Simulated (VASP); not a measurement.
# Si4Cl (I4/mmm) in VASP: relaxation of cell and atoms with PBE

Aim: the relaxation of cell and atoms of Si4Cl with PBE.

All numbers are computed with VASP 6.6.1; they aren't measurements. Logs are shortened: lines on timing, memory, paths and dates and some standing lists are left out, and cuts for length are marked.

## 1. The cell of the first run

It takes space group I4/mmm (No. 139, tetragonal). Conventional cell: a = 4.667 Å, b = 4.667 Å, c = 9.989 Å, α = 90.00°, β = 90.00°, γ = 90.00°. Si (site symmetry 4mm) has 5 Si at 2.62 to 2.68 Å and 5 Cl at 3.55 to 3.68 Å within 3.7 Å. Si (site symmetry mmm) has 2 Cl at 2.33 Å and 4 Si at 2.68 Å within 3.1 Å. Within 3.1 Å of Cl (site symmetry 4/mmm) lie 4 Si at 2.33 Å.

The cell was generated, and may not be a known phase.

## 2. Relaxation of cell and atoms, PBE

INCAR

```
  ALGO = Normal
  EDIFF = 1E-7
  EDIFFG = -0.01
  ENCUT = 600
  GGA = PE
  IBRION = 2
  ISIF = 3
  ISMEAR = 0
  LASPH = True
  LCHARG = False
  LREAL = False
  LWAVE = False
  NELM = 60
  NSW = 100
  PREC = Accurate
  SIGMA = 0.1
```

KPOINTS

```
k-points
0
Gamma
  12 12 12
```

POSCAR

```
Si4Cl
1.0
   -2.3337481919      2.3337481919      4.9945112783
    2.3337481919     -2.3337481919      4.9945112783
    2.3337481919      2.3337481919     -4.9945112783
Si Cl
4 1
Direct
    0.3687253376      0.3687253376      0.0000000000
    0.6312746624      0.6312746624      0.0000000000
    0.5000000000      0.0000000000      0.5000000000
    0.0000000000      0.5000000000      0.5000000000
    0.0000000000      0.0000000000      0.0000000000
```

Potentials or basis: VASP PAW PBE potentials, release 64 (Si, Cl).

Command:

```bash
$ cat potpaw_PBE.64/Si/POTCAR potpaw_PBE.64/Cl/POTCAR > POTCAR
$ mpirun -np 1 vasp_std > vasp.out
```

OUTCAR:

```text
EDIFF = 1E-7
   EDIFFG = -0.01
   ENCUT = 600
   GGA = PE
   IBRION = 2
   ISIF = 3
   ISMEAR = 0
   LASPH = True
   LREAL = False
   NELM = 60
   NSW = 100
   PREC = Accurate

 ion  position               nearest neighbor table
   1  0.369  0.369  0.000-   2 2.62   3 2.68   4 2.68   3 2.68   4 2.68
   2  0.631  0.631  0.000-   1 2.62   3 2.68   4 2.68   3 2.68   4 2.68
   3  0.500  0.000  0.500-   5 2.33   5 2.33   2 2.68   2 2.68   1 2.68   1 2.68
   4  0.000  0.500  0.500-   5 2.33   5 2.33   2 2.68   2 2.68   1 2.68   1 2.68
   5  0.000  0.000  0.000-   3 2.33   4 2.33   4 2.33   3 2.33

  LATTYP: Found a body centered tetragonal cell.
 ALAT       =     4.6674963838
 C/A-ratio  =     2.1401243269

  Lattice vectors:

 A1 = (  -2.3337481919,   2.3337481919,   4.9945112783)
 A2 = (   2.3337481919,  -2.3337481919,   4.9945112783)
 A3 = (   2.3337481919,   2.3337481919,  -4.9945112783)

Analysis of symmetry for initial positions (statically):
=====================================================================
 Subroutine PRICEL returns:
 Original cell was already a primitive cell.

 Routine SETGRP: Setting up the symmetry group for a
 body centered tetragonal supercell.

 Subroutine GETGRP returns: Found 16 space group operations
 (whereof 16 operations were pure point group operations)
 out of a pool of 16 trial point group operations.

The static configuration has the point symmetry D_4h.

Analysis of symmetry for dynamics (positions and initial velocities):
=====================================================================
 Subroutine PRICEL returns:
 Original cell was already a primitive cell.

 Routine SETGRP: Setting up the symmetry group for a
 body centered tetragonal supercell.

 Subroutine GETGRP returns: Found 16 space group operations
 (whereof 16 operations were pure point group operations)
 out of a pool of 16 trial point group operations.

The dynamic configuration has the point symmetry D_4h.

 Subroutine INISYM returns: Found 16 space group operations
 (whereof 16 operations are pure point group operations),
 and found     1 'primitive' translations

----------------------------------------------------------------------------------------

                                     Primitive cell

  volume of cell :     108.8080

  direct lattice vectors                    reciprocal lattice vectors
    -2.333748192  2.333748192  4.994511278     0.000000000  0.214247622  0.100109895
     2.333748192 -2.333748192  4.994511278     0.214247622  0.000000000  0.100109895
     2.333748192  2.333748192 -4.994511278     0.214247622  0.214247622  0.000000000

[... 120 lines left out ...]
 conjugate gradient relaxation of ions
 non-spin polarized calculation
 Gauss-broadening in eV      SIGMA  =   0.10
  energy-cutoff  :      600.00
  volume of cell :      108.81
 maximum number of plane-waves:      3664
   NGX = 23   NGY = 23   NGZ = 23

--------------------------------------- Ionic step        1  -------------------------------------------

 number of electron      22.9999999 magnetization

 Free energy of the ion-electron system (eV)
  ---------------------------------------------------
  ext. energy  EPLUGINS =         0.00000000
  ---------------------------------------------------
  free energy    TOTEN  =       -20.23015115 eV

  energy without entropy =      -20.21799544  energy(sigma->0) =      -20.22407330

------------------------ aborting loop because EDIFF is reached ----------------------------------------

  FORCE on cell =-STRESS in cart. coord.  units (eV):
  Direction    XX          YY          ZZ          XY          YZ          ZX
  --------------------------------------------------------------------------------------
  -------------------------------------------------------------------------------------
  Total        0.3088297      0.3088297     -0.2021470      0.0000000      0.0000000      0.0000000
  in kB        4.5474572      4.5474572     -2.9765748      0.0000000      0.0000000      0.0000000
  external PRESSURE =       2.0394466 kB  Pullay stress =       0.0000000 kB
[... 98 lines left out ...]
  FREE ENERGIE OF THE ION-ELECTRON SYSTEM (eV)
  ---------------------------------------------------
  free  energy   TOTEN  =       -20.2355961560 eV

  energy  without entropy=      -20.2241985118  energy(sigma->0) =      -20.22989733

[... ionic steps 4 to 11 ...]

--------------------------------------- Ionic step       12  -------------------------------------------

 number of electron      22.9999999 magnetization

------------------------ aborting loop because EDIFF is reached ----------------------------------------
[... 34 lines left out ...]
--------------------------------------- Ionic step       13  -------------------------------------------

 number of electron      22.9999999 magnetization

 E-fermi :   4.5948     XC(G=0):  -8.8734

 val. band max:        4.5863195702   @ k =  -0.2500  -0.4167   0.2500
 cond. band min:       4.5990996201   @ k =  -0.1667   0.1667   0.0000
 fundamental gap:      0.0127800499
 Fermi energy:         4.5947533874

 k-point     1 :       0.0000    0.0000    0.0000
  band No.  band energies     occupation
      1     -13.9160      2.00000
      2      -5.9212      2.00000
      3      -3.7553      2.00000
      4      -3.7553      2.00000
      5      -2.0316      2.00000
      6      -1.5686      2.00000
      7      -0.0345      2.00000
      8       1.7545      2.00000
      9       1.8241      2.00000
     10       1.8241      2.00000
     11       2.9841      2.00000
     12       4.6933      0.16352
     13       4.6933      0.16352
     14       4.8548      0.00024
[... 453 lines left out ...]
--------------------------------------- Ionic step       14  -------------------------------------------

 number of electron      22.9999999 magnetization

 Free energy of the ion-electron system (eV)
  ---------------------------------------------------
  ext. energy  EPLUGINS =         0.00000000
  ---------------------------------------------------
  free energy    TOTEN  =       -20.24216722 eV

  energy without entropy =      -20.23399308  energy(sigma->0) =      -20.23808015

 E-fermi :   4.6096     XC(G=0):  -8.8777

 val. band max:        4.6076540778   @ k =  -0.2500  -0.3333   0.2500
 cond. band min:       4.6119173926   @ k =  -0.4167  -0.4167   0.3333
 fundamental gap:      0.0042633148
 Fermi energy:         4.6096079666

 k-point     1 :       0.0000    0.0000    0.0000
  band No.  band energies     occupation
      1     -13.9179      2.00000
      2      -5.9062      2.00000
      3      -3.7575      2.00000
      4      -3.7575      2.00000
      5      -2.0354      2.00000
      6      -1.5531      2.00000
      7      -0.0273      2.00000
      8       1.7551      2.00000
      9       1.8444      2.00000
     10       1.8444      2.00000
     11       3.0183      2.00000
     12       4.6986      0.20828
     13       4.6986      0.20828
     14       4.8678      0.00026
[... 447 lines left out ...]
  FREE ENERGIE OF THE ION-ELECTRON SYSTEM (eV)
  ---------------------------------------------------
  free  energy   TOTEN  =       -20.2421672223 eV

  energy  without entropy=      -20.2339930840  energy(sigma->0) =      -20.23808015

 reached required accuracy - stopping structural energy minimisation
```

OSZICAR:

```text
N       E                     dE             d eps       ncg     rms          rms(c)
DAV:   1     0.860322001491E+02    0.86032E+02   -0.96382E+03  4890   0.137E+03
[... 147 lines left out ...]
       N       E                     dE             d eps       ncg     rms          rms(c)
DAV:   1    -0.202424033432E+02   -0.36626E-03   -0.91888E-03  5667   0.614E-01    0.121E-01
DAV:   2    -0.202422189617E+02    0.18438E-03   -0.52710E-04  6696   0.144E-01    0.386E-02
DAV:   3    -0.202421746816E+02    0.44280E-04   -0.10840E-04  6808   0.546E-02    0.159E-02
DAV:   4    -0.202421674068E+02    0.72748E-05   -0.11976E-05  6150   0.219E-02    0.786E-03
DAV:   5    -0.202421671326E+02    0.27422E-06   -0.30939E-06  6602   0.108E-02    0.305E-03
DAV:   6    -0.202421672223E+02   -0.89748E-07   -0.20848E-07  4480   0.350E-03
  14 F= -.20242167E+02 E0= -.20238080E+02  d E =-.249120E-03
```

CONTCAR:

```text
Si4Cl
   1.00000000000000
    -2.3557361985655074    2.3557361985655074    5.1682743174679961
     2.3557361985655074   -2.3557361985655074    5.1682743174679961
     2.3557361985655074    2.3557361985655074   -5.1682743174679961
  Si              Cl
     4     1
Direct
     0.3766850552925932    0.3766850552925932    0.0000000000000000
     0.6233149447074069    0.6233149447074069    1.0000000000000000
     0.5000000000000000    0.0000000000000000    0.5000000000000000
     0.0000000000000000    0.5000000000000000    0.5000000000000000
     0.0000000000000000    0.0000000000000000    0.0000000000000000

  0.00000000E+00  0.00000000E+00  0.00000000E+00
  0.00000000E+00  0.00000000E+00  0.00000000E+00
  0.00000000E+00  0.00000000E+00  0.00000000E+00
  0.00000000E+00  0.00000000E+00  0.00000000E+00
  0.00000000E+00  0.00000000E+00  0.00000000E+00
```

Wall time 32 min (1 thread of AMD EPYC 9R45 (Zen 5), shared host); peak memory 0.52 GiB.

Results:

- Free energy: -20.2422 eV
- Relaxed volume: 22.95 Å³/atom
- Relaxed cell: a = 6.149 Å, b = 6.149 Å, c = 6.149 Å, α = 134.95°, β = 134.95°, γ = 65.61°
- Space group after relaxing (to 0.1 Å): I4/mmm (No. 139)
- Energy gained by relaxing: 2.4 meV/atom
- Ionic steps: 14
- Pressure after relaxing: 0.0 GPa
- Largest force after relaxing: 0.007 eV/Å
- Band gap on the k mesh: zero (an odd number of electrons rules out a gap without spin polarisation)

Forces in eV/Å, atoms in the order of the input:
```
Si   0.000  0.000 -0.007
Si   0.000  0.000  0.007
Si   0.000  0.000  0.000
Si   0.000  0.000  0.000
Cl   0.000  0.000  0.000
```

Step by step:
| step | energy change (eV) | largest force (eV/Å) | pressure (GPa) | volume (Å³) |
| --- | --- | --- | --- | --- |
| 1 | 0.0000 | 0.1466 | 0.20 | 108.81 |
| 2 | -0.0033 | 0.1046 | 0.13 | 109.24 |
| 3 | -0.0054 | 0.0671 | 0.08 | 109.82 |
| 4 | -0.0056 | 0.0428 | 0.04 | 110.06 |
| 5 | -0.0056 | 0.0508 | 0.06 | 109.99 |
| 6 | -0.0065 | 0.0371 | 0.08 | 110.25 |
| 7 | -0.0086 | 0.0069 | 0.18 | 111.01 |
| 8 | -0.0098 | 0.1104 | 0.37 | 112.53 |
| 9 | -0.0102 | 0.1018 | 0.32 | 112.79 |
| 10 | -0.0112 | 0.0765 | 0.18 | 113.56 |
| 11 | -0.0117 | 0.0286 | -0.07 | 115.11 |
| 12 | -0.0118 | 0.0348 | -0.04 | 114.91 |
| 13 | -0.0119 | 0.0265 | -0.03 | 114.86 |
| 14 | -0.0120 | 0.0065 | 0.01 | 114.73 |

Final structure:
```
CELL_PARAMETERS angstrom
-2.35574 2.35574 5.16827
2.35574 -2.35574 5.16827
2.35574 2.35574 -5.16827
ATOMIC_POSITIONS crystal
Si 0.37668 0.37668 0.00000
Si 0.62331 0.62331 0.00000
Si 0.50000 0.00000 0.50000
Si 0.00000 0.50000 0.50000
Cl 0.00000 0.00000 0.00000
```

Levels at points of the mesh, in eV from the Fermi level:
| k point | band 8 | band 9 | band 10 | band 11 | band 12 | band 13 | band 14 | band 15 |
| --- | --- | --- | --- | --- | --- | --- | --- | --- |
| (0.00, 0.00, 0.00) | -2.85 | -2.77 | -2.77 | -1.59 | 0.09 | 0.09 | 0.26 | 2.19 |
| (0.50, 0.00, 0.00) | -3.98 | -1.83 | -1.59 | -0.78 | 0.32 | 0.84 | 0.91 | 2.49 |
| (0.50, 0.50, 0.00) | -3.18 | -2.80 | -1.93 | -1.34 | 0.72 | 1.22 | 2.23 | 2.59 |
| (0.50, 0.50, 0.50) | -2.86 | -2.86 | -2.20 | -0.07 | 0.83 | 1.00 | 1.00 | 2.08 |

Caveat: an odd number of electrons without spin polarisation forces a metal; a magnetic or distorted state may lie lower.
